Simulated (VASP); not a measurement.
Write the native input for VASP 6.6.1 that does the following.

```yaml
Task: single point
Functional: LDA
Potentials_or_basis: VASP PAW LDA potentials, release 64 (Li_sv, F)
Cutoff: 520 eV
k_mesh: 9 × 9 × 6
Occupations: gaussian, width 0.05 eV
Spin: no spin polarisation
Dipole_correction: no
Further_INCAR_settings: ALGO = Normal; EDIFF = 1e-07; NBANDS = 18
```

The structure of LiF lies in POSCAR:

```
LiF
1.0
    2.9830981508      0.0000000000      0.0000000000
   -1.4915490754      2.5834387805      0.0000000000
    0.0000000000      0.0000000000      4.8069643601
Li F
2 2
Direct
    0.3333333333      0.6666666667      0.3746202181
    0.6666666667      0.3333333333      0.8746202181
    0.3333333333      0.6666666667      0.9910195924
    0.6666666667      0.3333333333      0.4910195924
```

This cell differs from its parent crystal: atoms shifted along a free coordinate, c/a of the conventional cell at fixed volume 1.6114.

One way to write it, as run:

INCAR

```
PREC = Accurate ; ENCUT = 520
EDIFF = 1E-7 ; ISMEAR = 0
SIGMA = 0.05 ; LREAL = False
LASPH = True ; NELM = 80
ALGO = Normal ; ISIF = 2
LWAVE = False ; LCHARG = False
GGA = CA ; NBANDS = 18
```

KPOINTS

```
regular mesh
0
Gamma
  9 9 6
```

Potentials or basis: VASP PAW LDA potentials, release 64 (Li_sv, F).

The run is started by

```bash
$ cat potpaw_LDA.64/Li_sv/POTCAR potpaw_LDA.64/F/POTCAR > POTCAR
$ mpirun -np 1 vasp_std > vasp.out
```

Results of the run:

```json
{
  "Largest force": "0.053 eV/Å",
  "Band gap on the k mesh": "7.92 eV"
}
```

Wall time 17 s on 1 thread of Intel(R) Xeon(R) Platinum 8259CL CPU @ 2.50GHz (Skylake/Cascade Lake) (shared host), peak memory 0.14 GiB.
